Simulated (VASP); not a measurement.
# Sr2O (P4_2/mnm) in VASP: a series of runs

The runs below take Sr2O through single point, relaxation of cell and atoms, with PBE.

Program: VASP 6.6.1. These are calculated values, not measurements. Logs are shortened: lines on timing, memory, paths and dates and some standing lists are left out, and cuts for length are marked.

**1. The cell of the first run**

The structure is tetragonal, space group P4_2/mnm (No. 136). The conventional cell has a = 6.534 Å, b = 6.534 Å, c = 3.741 Å, α = 90.00°, β = 90.00°, γ = 90.00°. Within 3.4 Å of Sr (site symmetry m2m) lie 3 O at 2.61 to 2.80 Å. Within 3.4 Å of O (site symmetry mmm) lie 6 Sr at 2.61 to 2.80 Å.

**2. Single point, PBE**

INCAR reads:

```
SYSTEM = Sr2O
PREC = Accurate
ENCUT = 520
EDIFF = 1E-7
ISMEAR = 0
SIGMA = 0.1
LREAL = .False.
LASPH = .True.
NELM = 100
ALGO = Normal
ISIF = 2
LWAVE = .False.
LCHARG = .True.
GGA = PE
LELF = .True.
LVHAR = .True.
NBANDS = 35
```

KPOINTS reads:

```
Automatic mesh
0
Gamma
  4 4 4
  0 0 0
```

POSCAR reads:

```
Sr2O
1.0
    6.5343390919      0.0000000000      0.0000000000
    0.0000000000      6.5343390919      0.0000000000
    0.0000000000      0.0000000000      3.7405139797
Sr O
4 2
Direct
    0.6969551546      0.6969551546      0.0000000000
    0.8030448454      0.1969551546      0.5000000000
    0.3030448454      0.3030448454      0.0000000000
    0.1969551546      0.8030448454      0.5000000000
    0.5000000000      0.5000000000      0.5000000000
    0.0000000000      0.0000000000      0.0000000000
```

Potentials or basis: VASP PAW PBE potentials, release 64 (Sr_sv, O).

Command:

```bash
$ cat potpaw_PBE.64/Sr_sv/POTCAR potpaw_PBE.64/O/POTCAR > POTCAR
$ mpirun -np 1 vasp_std > vasp.out
```

OUTCAR:

```text
SYSTEM = Sr2O
   PREC = Accurate
   ENCUT = 520
   EDIFF = 1E-7
   ISMEAR = 0
   LREAL = .False.
   LASPH = .True.
   NELM = 100
   ISIF = 2
   GGA = PE

 ion  position               nearest neighbor table
   1  0.697  0.697  0.000-   5 2.61   5 2.61   6 2.80   3 3.64   4 3.83   2 3.83   4 3.83   2 3.83
                             2 3.83   2 3.83   4 3.83   4 3.83   3 4.72   3 4.72
   2  0.803  0.197  0.500-   6 2.61   6 2.61   5 2.80   4 3.64   1 3.83   1 3.83   3 3.83   3 3.83
                             1 3.83   1 3.83   3 3.83   3 3.83   4 4.72   4 4.72
   3  0.303  0.303  0.000-   5 2.61   5 2.61   6 2.80   1 3.64   4 3.83   2 3.83   4 3.83   2 3.83
                             4 3.83   4 3.83   2 3.83   2 3.83   1 4.72   1 4.72
   4  0.197  0.803  0.500-   6 2.61   6 2.61   5 2.80   2 3.64   3 3.83   1 3.83   3 3.83   1 3.83
                             3 3.83   3 3.83   1 3.83   1 3.83   2 4.72   2 4.72
   5  0.500  0.500  0.500-   1 2.61   3 2.61   1 2.61   3 2.61   2 2.80   4 2.80
   6  0.000  0.000  0.000-   2 2.61   4 2.61   2 2.61   4 2.61   3 2.80   1 2.80

  LATTYP: Found a simple tetragonal cell.
 ALAT       =     6.5343390919
 C/A-ratio  =     0.5724395271

  Lattice vectors:

 A1 = (   6.5343390919,   0.0000000000,   0.0000000000)
 A2 = (   0.0000000000,   6.5343390919,   0.0000000000)
 A3 = (   0.0000000000,   0.0000000000,   3.7405139797)

Analysis of symmetry for initial positions (statically):
=====================================================================
 Subroutine PRICEL returns:
 Original cell was already a primitive cell.

 Routine SETGRP: Setting up the symmetry group for a
 simple tetragonal supercell.

 Subroutine GETGRP returns: Found 16 space group operations
 (whereof  8 operations were pure point group operations)
 out of a pool of 16 trial point group operations.

The static configuration has the point symmetry D_2h.
 The point group associated with its full space group is D_4h.

Analysis of symmetry for dynamics (positions and initial velocities):
=====================================================================
 Subroutine PRICEL returns:
 Original cell was already a primitive cell.

 Routine SETGRP: Setting up the symmetry group for a
 simple tetragonal supercell.

 Subroutine GETGRP returns: Found 16 space group operations
 (whereof  8 operations were pure point group operations)
 out of a pool of 16 trial point group operations.

The dynamic configuration has the point symmetry D_2h.
 The point group associated with its full space group is D_4h.

 Subroutine INISYM returns: Found 16 space group operations
 (whereof  8 operations are pure point group operations),
 and found     1 'primitive' translations

----------------------------------------------------------------------------------------

                                     Primitive cell

  volume of cell :     159.7109

  direct lattice vectors                    reciprocal lattice vectors
     6.534339092  0.000000000  0.000000000     0.153037665  0.000000000  0.000000000
     0.000000000  6.534339092  0.000000000     0.000000000  0.153037665  0.000000000
     0.000000000  0.000000000  3.740513980     0.000000000  0.000000000  0.267342939

  length of vectors
     6.534339092  6.534339092  3.740513980     0.153037665  0.153037665  0.267342939

  position of ions in fractional coordinates (direct lattice)
     0.696955155  0.696955155  0.000000000
     0.803044845  0.196955155  0.500000000
     0.303044845  0.303044845  0.000000000
     0.196955155  0.803044845  0.500000000
     0.500000000  0.500000000  0.500000000
     0.000000000  0.000000000  0.000000000

  ion indices of the primitive-cell ions
   primitive index   ion index
                 1           1
                 2           2
                 3           3
                 4           4
                 5           5
                 6           6

----------------------------------------------------------------------------------------

 KPOINTS: Automatic mesh

Automatic generation of k-mesh.
 Grid dimensions read from file:
 generate k-points for:    4    4    4

 Generating k-lattice:

  Cartesian coordinates                     Fractional coordinates (reciprocal lattice)
     0.038259416  0.000000000  0.000000000     0.250000000  0.000000000  0.000000000
     0.000000000  0.038259416  0.000000000     0.000000000  0.250000000  0.000000000
     0.000000000  0.000000000  0.066835735     0.000000000  0.000000000  0.250000000

  Length of vectors
     0.038259416  0.038259416  0.066835735

  Shift w.r.t. Gamma in fractional coordinates (k-lattice)
     0.000000000  0.000000000  0.000000000

 Subroutine IBZKPT returns following result:
 ===========================================

 Found     18 irreducible k-points:

 Following reciprocal coordinates:
            Coordinates               Weight
  0.000000  0.000000  0.000000      1.000000
  0.250000  0.000000  0.000000      4.000000
  0.500000  0.000000  0.000000      2.000000
  0.250000  0.250000  0.000000      4.000000
  0.500000  0.250000  0.000000      4.000000
  0.500000  0.500000  0.000000      1.000000
[... 10 lines left out ...]
  0.500000  0.250000  0.500000      4.000000
  0.500000  0.500000  0.500000      1.000000
   k-points           NKPTS =     18   k-points in BZ     NKDIM =     18   number of bands    NBANDS=     35
   number of dos      NEDOS =    301   number of ions     NIONS =      6
   total plane-waves  NPLWV =  70000
   dimension x,y,z NGX =    50 NGY =   50 NGZ =   28
   dimension x,y,z NGXF=   100 NGYF=  100 NGZF=   56
   ions per type =               4   2
   NGX,Y,Z   is equivalent  to a cutoff of  12.72, 12.72, 12.44 a.u.
   NGXF,Y,Z  is equivalent  to a cutoff of  25.44, 25.44, 24.89 a.u.
 SYSTEM =  Sr2O
   PREC   = accura    normal or accurate (medium, high low for compatibility)
   ISTART =      0    job   : 0-new  1-cont  2-samecut
   ICHARG =      2    charge: 1-file 2-atom 10-const
   ISPIN  =      1    spin polarized calculation?
   LNONCOLLINEAR =      F non collinear calculations
   LSORBIT =      F    spin-orbit coupling
   LASPH  =      T    aspherical Exc in radial PAW
   ENCUT  =  520.0 eV  38.22 Ry    6.18 a.u.  12.15 12.15  6.95*2*pi/ulx,y,z
   NELM   =    100;   NELMIN=  2; NELMDL= -5     # of ELM steps
   EDIFF  = 0.1E-06   stopping-criterion for ELM
   LREAL  =      F    real-space projection
   EDIFFG = 0.1E-05   stopping-criterion for IOM
   NSW    =      0    number of steps for IOM
   IBRION =     -1    ionic relax: 0-MD 1-quasi-New 2-CG
   NFREE  =      0    steps in history (QN), initial steepest desc. (CG)
   ISIF   =      2    stress and relaxation
   ISYM   =      2    0-nonsym 1-usesym 2-fastsym
   POTIM  = 0.5000    time-step for ionic-motion
   TEBEG  =    0.0;   TEEND  =   0.0 temperature during run
   PSTRESS=    0.0 pullay stress
   NELECT =      52.0000    total number of electrons
   NUPDOWN=      -1.0000    fix difference up-down
   EMIN   =  10.00;   EMAX   =-10.00  energy-range for DOS
   EFERMI =   0.00;   METHOD = LEGACY
   ISMEAR =     0;   SIGMA  =   0.10  broadening in eV -4-tet -1-fermi 0-gaus
   EFERMI_NEDOS =   21; number of points for ismear=-14 and -15
   IALGO  =     38    algorithm
   IMIX   =      4    mixing-type and parameters
     AMIX     =   0.40;   BMIX     =  1.00
     AMIX_MAG =   1.60;   BMIX_MAG =  1.00
  volume/ion in A,a.u.               =      26.62       179.63
  Fermi-wavevector in a.u.,A,eV,Ry     =   1.126240  2.128286 17.257865  1.268417
  Thomas-Fermi vector in A             =   2.262921
   LORBIT       =      0    0 simple, 1 ext, 2 COOP (PROOUT), +10 PAW based schemes
   GGA     = PE    functional components
   LHFCALC =     F    Hartree Fock is set to
   AEXX    =    0.0000 exact exchange contribution
   IVDW    =     0    specifies the selected vdW correction
   LEPSILON=     F    determine dielectric tensor
   LRPA    =     F    only Hartree local field effects (RPA)
 non-spin polarized calculation
 Gauss-broadening in eV      SIGMA  =   0.10
  energy-cutoff  :      520.00
  volume of cell :      159.71
 maximum number of plane-waves:      4342
 NGX is ok and might be reduce to    50
   NGX = 25   NGY = 25   NGZ = 13

 number of electron      51.9999995 magnetization

 Free energy of the ion-electron system (eV)
  ---------------------------------------------------
  ext. energy  EPLUGINS =         0.00000000
  ---------------------------------------------------
  free energy    TOTEN  =       -25.92274734 eV

  energy without entropy =      -25.91424152  energy(sigma->0) =      -25.91849443

 E-fermi :   3.5052     XC(G=0):  -8.8502

 val. band max:        3.5001794967   @ k =   0.0000   0.0000   0.0000
 cond. band min:       3.5708978147   @ k =   0.0000   0.0000   0.2500
 fundamental gap:      0.0707183181
 Fermi energy:         3.5052277452

 k-point     1 :       0.0000    0.0000    0.0000
  band No.  band energies     occupation
      1     -32.6665      2.00000
      2     -32.6012      2.00000
      3     -32.6012      2.00000
      4     -32.5813      2.00000
      5     -16.0953      2.00000
      6     -15.0949      2.00000
[... 27 lines left out ...]
     34       6.8285      0.00000
     35       6.8329      0.00000

 k-point     2 :       0.2500    0.0000    0.0000
  band No.  band energies     occupation
      1     -32.6580      2.00000
      2     -32.6128      2.00000
      3     -32.5973      2.00000
      4     -32.5822      2.00000
      5     -15.9991      2.00000
      6     -15.3642      2.00000
[... 27 lines left out ...]
     34       6.5912      0.00000
     35       6.9373      0.00000
[... 568 lines left out ...]
     34       6.6510      0.00000
     35       7.2927      0.00000

 k-point    18 :       0.5000    0.5000    0.5000
  band No.  band energies     occupation
      1     -32.5927      2.00000
      2     -32.5927      2.00000
      3     -32.5744      2.00000
      4     -32.5744      2.00000
      5     -15.8316      2.00000
      6     -15.8316      2.00000
[... 27 lines left out ...]
     34       5.9863      0.00000
     35       7.3170      0.00000

------------------------ aborting loop because EDIFF is reached ----------------------------------------

  FORCE on cell =-STRESS in cart. coord.  units (eV):
  Direction    XX          YY          ZZ          XY          YZ          ZX
  --------------------------------------------------------------------------------------
  -------------------------------------------------------------------------------------
  Total        0.2206005      0.2206005      0.3743396      0.0000000      0.0000000      0.0000000
  in kB        2.2130055      2.2130055      3.7552748      0.0000000      0.0000000      0.0000000
  external PRESSURE =       2.7270952 kB  Pullay stress =       0.0000000 kB

 VOLUME and BASIS-vectors are now :
 -----------------------------------------------------------------------------
  energy-cutoff  :      520.00
  volume of cell :      159.71
      direct lattice vectors                 reciprocal lattice vectors
     6.534339092  0.000000000  0.000000000     0.153037665  0.000000000  0.000000000
     0.000000000  6.534339092  0.000000000     0.000000000  0.153037665  0.000000000
     0.000000000  0.000000000  3.740513980     0.000000000  0.000000000  0.267342939

 POSITION                                       TOTAL-FORCE (eV/Angst)
 -----------------------------------------------------------------------------------
      4.55414      4.55414      0.00000        -0.008023     -0.008023     -0.000000
      5.24737      1.28697      1.87026         0.008023     -0.008023     -0.000000
      1.98020      1.98020      0.00000         0.008023      0.008023      0.000000
      1.28697      5.24737      1.87026        -0.008023      0.008023     -0.000000
      3.26717      3.26717      1.87026        -0.000000      0.000000     -0.000000
      0.00000      0.00000      0.00000        -0.000000      0.000000     -0.000000
 -----------------------------------------------------------------------------------
    total drift:                                0.000000      0.000000     -0.000000

  FREE ENERGIE OF THE ION-ELECTRON SYSTEM (eV)
  ---------------------------------------------------
  free  energy   TOTEN  =       -25.9227473363 eV

  energy  without entropy=      -25.9142415164  energy(sigma->0) =      -25.91849443
```

Run time: 95 s. Hardware: 1 thread of Intel Xeon 6975P-C (Granite Rapids), shared host; peak memory 0.28 GiB.

Results:

- Free energy: -25.9227 eV
- Pressure: 0.3 GPa
- Largest force: 0.011 eV/Å
- Band gap on the k mesh: zero (band 26 reaches 3.57 eV, above the bottom of band 27 at 3.36 eV)

Forces in eV/Å, atoms in the order of the input:
```
Sr  -0.008 -0.008  0.000
Sr   0.008 -0.008  0.000
Sr   0.008  0.008  0.000
Sr  -0.008  0.008  0.000
O    0.000  0.000  0.000
O    0.000  0.000  0.000
```

Caveat: the k points lie up to 0.42 Å⁻¹ apart.

**3. Relaxation of cell and atoms, PBE**

This run uses another cell than the first one, of 23.20 Å³/atom, 0.871 times its volume.

INCAR reads:

```
PREC = Accurate
ENCUT = 600
EDIFF = 1E-7
ISMEAR = 0
SIGMA = 0.1
LREAL = F
LASPH = T
NELM = 100
ALGO = Normal
ISIF = 3
LWAVE = F
LCHARG = F
GGA = PE
IBRION = 2
NSW = 90
EDIFFG = -0.04
```

KPOINTS reads:

```
regular mesh
0
Gamma
  4 4 4
```

POSCAR reads:

```
Sr2O
1.0
    5.8223845000      0.0000000000      0.0000000000
    0.0000000000      5.8223845000      0.0000000000
    0.0000000000      0.0000000000      4.1053755900
Sr O
4 2
Direct
    0.6913366900      0.6913366900      0.0000000000
    0.8086633100      0.1913366900      0.5000000000
    0.3086633100      0.3086633100      0.0000000000
    0.1913366900      0.8086633100      0.5000000000
    0.5000000000      0.5000000000      0.5000000000
    0.0000000000      0.0000000000      0.0000000000
```

Potentials or basis: VASP PAW PBE potentials, release 64 (Sr_sv, O).

Command:

```bash
$ cat potpaw_PBE.64/Sr_sv/POTCAR potpaw_PBE.64/O/POTCAR > POTCAR
$ mpirun -np 1 vasp_std > vasp.out
```

OUTCAR:

```text
PREC = Accurate
   ENCUT = 600
   EDIFF = 1E-7
   ISMEAR = 0
   LREAL = F
   LASPH = T
   NELM = 100
   ISIF = 3
   GGA = PE
   IBRION = 2
   NSW = 90
   EDIFFG = -0.04

 ion  position               nearest neighbor table
   1  0.691  0.691  0.000-   6 2.54   5 2.59   5 2.59   3 3.15   4 3.63   2 3.63   4 3.63   2 3.63
                             2 3.63   2 3.63   4 3.63   4 3.63   3 4.23   3 4.23   3 5.08
   2  0.809  0.191  0.500-   5 2.54   6 2.59   6 2.59   4 3.15   1 3.63   1 3.63   3 3.63   3 3.63
                             1 3.63   1 3.63   3 3.63   3 3.63   4 4.23   4 4.23   4 5.08
   3  0.309  0.309  0.000-   6 2.54   5 2.59   5 2.59   1 3.15   4 3.63   2 3.63   4 3.63   2 3.63
                             4 3.63   4 3.63   2 3.63   2 3.63   1 4.23   1 4.23   1 5.08
   4  0.191  0.809  0.500-   5 2.54   6 2.59   6 2.59   2 3.15   3 3.63   1 3.63   3 3.63   1 3.63
                             3 3.63   3 3.63   1 3.63   1 3.63   2 4.23   2 4.23   2 5.08
   5  0.500  0.500  0.500-   2 2.54   4 2.54   3 2.59   1 2.59   1 2.59   3 2.59
   6  0.000  0.000  0.000-   1 2.54   3 2.54   2 2.59   4 2.59   2 2.59   4 2.59

  LATTYP: Found a simple tetragonal cell.
[... 928 lines left out ...]

 number of electron      51.9999990 magnetization

------------------------ aborting loop because EDIFF is reached ----------------------------------------
[... 75 lines left out ...]
--------------------------------------- Ionic step       11  -------------------------------------------

 number of electron      51.9999989 magnetization

 Free energy of the ion-electron system (eV)
  ---------------------------------------------------
  ext. energy  EPLUGINS =         0.00000000
  ---------------------------------------------------
  free energy    TOTEN  =       -25.91356163 eV

  energy without entropy =      -25.90584515  energy(sigma->0) =      -25.90970339

 E-fermi :   3.4958     XC(G=0):  -8.8573

 val. band max:        3.4635382275   @ k =   0.0000   0.0000   0.0000
 cond. band min:       3.5907247250   @ k =   0.5000   0.0000   0.5000
 fundamental gap:      0.1271864975
 Fermi energy:         3.4958316567

 k-point     1 :       0.0000    0.0000    0.0000
  band No.  band energies     occupation
      1     -32.6600      2.00000
      2     -32.5955      2.00000
      3     -32.5955      2.00000
      4     -32.5710      2.00000
      5     -16.0577      2.00000
      6     -14.9561      2.00000
[... 634 lines left out ...]
  FREE ENERGIE OF THE ION-ELECTRON SYSTEM (eV)
  ---------------------------------------------------
  free  energy   TOTEN  =       -25.9135616257 eV

  energy  without entropy=      -25.9058451506  energy(sigma->0) =      -25.90970339

 reached required accuracy - stopping structural energy minimisation
```

OSZICAR:

```text
N       E                     dE             d eps       ncg     rms          rms(c)
DAV:   1     0.379697477559E+03    0.37970E+03   -0.28577E+04  1116   0.174E+03
DAV:   2     0.287719829019E+01   -0.37682E+03   -0.36955E+03  1360   0.375E+02
DAV:   3    -0.286045335984E+02   -0.31482E+02   -0.31237E+02  1625   0.899E+01
[... 141 lines left out ...]
DAV:   5    -0.259135645853E+02   -0.20303E-05   -0.48970E-05  1700   0.297E-02    0.164E-02
DAV:   6    -0.259135629441E+02    0.16412E-05   -0.93633E-06  1366   0.146E-02    0.770E-03
DAV:   7    -0.259135619319E+02    0.10122E-05   -0.16772E-06  1370   0.621E-03    0.248E-03
DAV:   8    -0.259135616428E+02    0.28906E-06   -0.38616E-07   829   0.329E-03    0.108E-03
DAV:   9    -0.259135616257E+02    0.17161E-07   -0.69297E-08   593   0.145E-03
  11 F= -.25913562E+02 E0= -.25909703E+02  d E =-.248487E-02
```

Wall time 11 min (1 thread of Intel Xeon 6975P-C (Granite Rapids), shared host); peak memory 0.33 GiB.

What came out:

| Property | Result |
| --- | --- |
| Free energy | -25.9136 eV |
| Relaxed volume | 26.59 Å³/atom |
| Relaxed cell | a = 6.504 Å, b = 6.504 Å, c = 3.771 Å, α = 90.00°, β = 90.00°, γ = 90.00° |
| Space group after relaxing (to 0.05 Å) | P4_2/mnm (No. 136) |
| Energy gained by relaxing | 201.9 meV/atom |
| Ionic steps | 11 |
| Pressure after relaxing | 0.0 GPa |
| Largest force after relaxing | 0.040 eV/Å |
| Band gap on the k mesh | zero (band 26 reaches 3.61 eV, above the bottom of band 27 at 3.37 eV) |

Forces on the atoms (eV/Å):
```
Sr  -0.028 -0.028  0.000
Sr   0.028 -0.028  0.000
Sr   0.028  0.028  0.000
Sr  -0.028  0.028  0.000
O    0.000  0.000  0.000
O    0.000  0.000  0.000
```

The path:
```
step  energy change (eV)  largest force (eV/Å)  pressure (GPa)  volume (Å³)
   1              0.0000                0.8600            6.43       139.17
   2             -0.8585                0.4176            0.53       158.54
   3             -0.9699                0.1493           -2.46       172.90
   4             -0.9782                0.2050           -1.88       169.73
   5             -1.1686                0.0004           -1.21       165.26
   6             -1.1978                0.0842           -0.86       163.12
   7             -1.1988                0.0997           -0.79       162.71
   8             -1.2089                0.0430            0.12       158.99
   9             -1.2090                0.0483            0.03       159.32
  10             -1.2097                0.0464            0.04       159.38
  11             -1.2115                0.0399            0.05       159.53
```

Final structure:
```xyz
6
Lattice="6.5043 0.0000 0.0000 0.0000 6.5043 0.0000 0.0000 0.0000 3.7709" Properties=species:S:1:pos:R:3 pbc="T T T"
Sr    4.5553    4.5553    0.0000
Sr    5.2012    1.3031    1.8855
Sr    1.9490    1.9490    0.0000
Sr    1.3031    5.2012    1.8855
O     3.2522    3.2522    1.8855
O     6.5043    0.0000    0.0000
```

Levels at points of the mesh, in eV from the Fermi level:
```
           k point  band 23  band 24  band 25  band 26  band 27  band 28  band 29  band 30
(0.00, 0.00, 0.00)    -3.78    -3.55    -2.95    -0.03     0.23     0.69     0.69     1.74
(0.50, 0.00, 0.00)    -3.79    -3.79    -1.45    -1.45     0.41     0.41     1.37     1.37
(0.50, 0.50, 0.00)    -3.78    -3.78    -0.92    -0.92    -0.12    -0.12     1.50     1.50
(0.00, 0.00, 0.50)    -3.82    -3.82    -0.26    -0.26     0.26     0.26     0.55     0.55
(0.50, 0.00, 0.50)    -3.59    -3.59    -0.08    -0.08     0.09     0.09     0.51     0.51
(0.50, 0.50, 0.50)    -3.86    -3.86    -0.45    -0.45     0.63     0.63     1.04     1.04
```

Caveat: the k points lie up to 0.42 Å⁻¹ apart in the final cell.

[end of part 1 of 2]
